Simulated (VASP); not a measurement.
A run of VASP 6.6.1 is set up as follows.

POSCAR

```
P
1.0
    4.9475767688     -4.3976292736      0.0041713751
    4.9475767688      4.3976292736      0.0041713751
   -0.0196034236      0.0000000000      5.8349494366
P
8
Direct
    0.8445541634      0.8445541634      0.2497776141
    0.1554458366      0.1554458366      0.7502223859
    0.7147119175      0.7147119175      0.5725434636
    0.2852880825      0.2852880825      0.4274565364
    0.5201056102      0.7754040928      0.2507555601
    0.2245959072      0.4798943898      0.7492444399
    0.4798943898      0.2245959072      0.7492444399
    0.7754040928      0.5201056102      0.2507555601
```

INCAR.step1

```
SYSTEM = P
PREC     = Accurate       ! precision mode
ENCUT    = 520            ! plane-wave cutoff, eV
ISMEAR   = 0              ! smearing method
SIGMA    = 0.05           ! smearing width, eV
LREAL    = .False.        ! projectors in reciprocal space
LASPH    = .True.         ! aspherical terms in the spheres
NELM     = 100            ! most SCF steps
NBANDS   = 30             ! bands
GGA      = PE             ! functional
ALGO     = Normal         ! electronic algorithm
EDIFF    = 1E-4           ! SCF threshold, eV
LWAVE    = .True.         ! write WAVECAR
LCHARG   = .False.        ! write CHGCAR
```

The input INCAR.step2:

```
SYSTEM = P
PREC     = Accurate       ! precision mode
ENCUT    = 520            ! plane-wave cutoff, eV
EDIFF    = 1E-6           ! SCF threshold, eV
ISMEAR   = 0              ! smearing method
SIGMA    = 0.05           ! smearing width, eV
LREAL    = .False.        ! projectors in reciprocal space
LASPH    = .True.         ! aspherical terms in the spheres
NELM     = 100            ! most SCF steps
ALGO     = Normal         ! electronic algorithm
ISIF     = 2              ! what is computed and relaxed
LWAVE    = .False.        ! write WAVECAR
LCHARG   = .True.         ! write CHGCAR
METAGGA  = R2SCAN         ! meta-GGA
LMIXTAU  = .True.       
LELF     = .True.         ! ELF
LVHAR    = .True.       
NBANDS   = 30             ! bands
ISTART   = 1
```

The input KPOINTS:

```
Automatic mesh
0
Gamma
  4 4 4
  0 0 0
```

Potentials or basis: VASP PAW PBE potentials, release 64 (P).

Run with:

```sh
$ cat potpaw_PBE.64/P/POTCAR > POTCAR
$ cp INCAR.step1 INCAR
$ mpirun -np 1 vasp_std > vasp.out
$ cp INCAR.step2 INCAR
$ mpirun -np 1 vasp_std > vasp.out
```

What does it give for the band gap on the k mesh?

3.18 eV (least direct gap 3.49 eV).

Estimate the largest force.

2.250 eV/Å.

Forces on the atoms (eV/Å):
```
P   -1.508  0.000  0.752
P    1.508  0.000 -0.752
P   -0.018  0.000 -2.250
P    0.018  0.000  2.250
P    0.755 -1.292  0.749
P   -0.755 -1.292 -0.749
P   -0.755  1.292 -0.749
P    0.755  1.292  0.749
```

Caveat: the cell differs from its parent crystal (strain +0.025 along x and y, +0.050 along z); the cell stands under tension; the PAW data sets were made with another functional, which shifts forces and pressure a little. A k mesh can miss the band edges.
